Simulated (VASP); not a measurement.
Ni: single point with PBE

Crystal: Ni.

```
Ni
1.0
    -1.33769    1.33769    1.48058
     1.33769   -1.33769    1.48058
     1.33769    1.33769   -1.48058
Ni
1
Direct
  0.00000 0.00000 0.00000
```

This cell differs from its parent crystal: stretched by +7 % along [0.0, 0.0, 1.0] at fixed volume.

```yaml
Program: VASP 6.6.1
Task: single point
Functional: PBE
Potentials_or_basis: VASP PAW PBE potentials, release 64 (Ni)
Cutoff: 520 eV
k_mesh: 13 × 13 × 13
Occupations: fermi-dirac, width 0.05 eV
Spin: collinear spin, ferromagnetic start
Starting_moments: "[1.5] μB"
Dipole_correction: no
Further_INCAR_settings: ALGO = Normal; EDIFF = 1e-06; NBANDS = 15
```

The pressure is 7.4 GPa and the net moment is 0.58 μB per cell. The site moments are Ni +0.59 μB and the valence electrons inside the program's atomic spheres are Ni 9.36.

Stress tensor (GPa, compression positive):
```
 4.72  0.00  0.00
 0.00  4.72  0.00
 0.00  0.00 12.77
```

Levels at points of the mesh, in eV from the Fermi level:
Spin up:
```
           k point  band 2  band 3  band 4  band 5  band 6  band 7  band 8  band 9
(0.00, 0.00, 0.00)   -2.53   -2.53   -2.03   -1.32   -0.73   25.35   27.29   27.29
```
Spin down:
| k point | band 1 | band 2 | band 3 | band 4 | band 5 | band 6 | band 7 | band 8 | band 9 | band 10 |
| --- | --- | --- | --- | --- | --- | --- | --- | --- | --- | --- |
| (0.00, 0.00, 0.00) | -9.10 | -1.81 | -1.81 | -1.39 | -0.73 | -0.25 | 25.23 | 27.20 | 27.20 | 31.09 |

It took 29 s on 1 thread of AMD EPYC 9R45 (Zen 5), on a shared host, peak memory 0.12 GiB.
